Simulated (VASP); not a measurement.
Input of a VASP 6.6.1 run:

File POSCAR:

```
Al
1.0
    2.8124553515      0.0000000000      0.0000000000
   -1.4062276757      2.4356577814      0.0000000000
    0.0000000000      0.0000000000      4.8668500000
Al
2
Direct
    0.3333333333      0.6666666667      0.2500000000
    0.6666666667      0.3333333333      0.7500000000
```

The input INCAR.step1:

```
SYSTEM = Al
PREC     = Accurate       ! precision mode
ENCUT    = 520            ! plane-wave cutoff, eV
ISMEAR   = -1             ! smearing method
SIGMA    = 0.05           ! smearing width, eV
LREAL    = .FALSE.        ! projectors in reciprocal space
LASPH    = .TRUE.         ! aspherical terms in the spheres
NELM     = 100            ! most SCF steps
NBANDS   = 10             ! bands
GGA      = PE             ! functional
ALGO     = Normal         ! electronic algorithm
EDIFF    = 1E-4           ! SCF threshold, eV
LWAVE    = .TRUE.         ! write WAVECAR
LCHARG   = .FALSE.        ! write CHGCAR
```

Contents of INCAR.step2:

```
SYSTEM = Al
PREC     = Accurate       ! precision mode
ENCUT    = 520            ! plane-wave cutoff, eV
EDIFF    = 1E-6           ! SCF threshold, eV
ISMEAR   = -1             ! smearing method
SIGMA    = 0.05           ! smearing width, eV
LREAL    = .FALSE.        ! projectors in reciprocal space
LASPH    = .TRUE.         ! aspherical terms in the spheres
NELM     = 100            ! most SCF steps
ALGO     = Normal         ! electronic algorithm
ISIF     = 2              ! what is computed and relaxed
LWAVE    = .FALSE.        ! write WAVECAR
LCHARG   = .TRUE.         ! write CHGCAR
METAGGA  = R2SCAN         ! meta-GGA
LMIXTAU  = .TRUE.       
LELF     = .TRUE.         ! ELF
LVHAR    = .TRUE.       
NBANDS   = 10             ! bands
ISTART   = 1
```

The input KPOINTS:

```
Automatic mesh
0
G
  6 6 3
  0 0 0
```

Potentials or basis: VASP PAW PBE potentials, release 64 (Al).

Launch:

```bash
$ cat potpaw_PBE.64/Al/POTCAR > POTCAR
$ cp INCAR.step1 INCAR
$ mpirun -np 1 vasp_std > vasp.out
$ cp INCAR.step2 INCAR
$ mpirun -np 1 vasp_std > vasp.out
```

(1) Estimate the band gap on the k mesh.

(2) What does it give for the pressure?

Answers

(1) zero (band 3 reaches 9.41 eV, above the bottom of band 4 at 5.59 eV).

(2) -1.3 GPa.

Caveat: the k points lie up to 0.43 Å⁻¹ apart; the PAW data sets were made with another functional, which shifts forces and pressure a little.
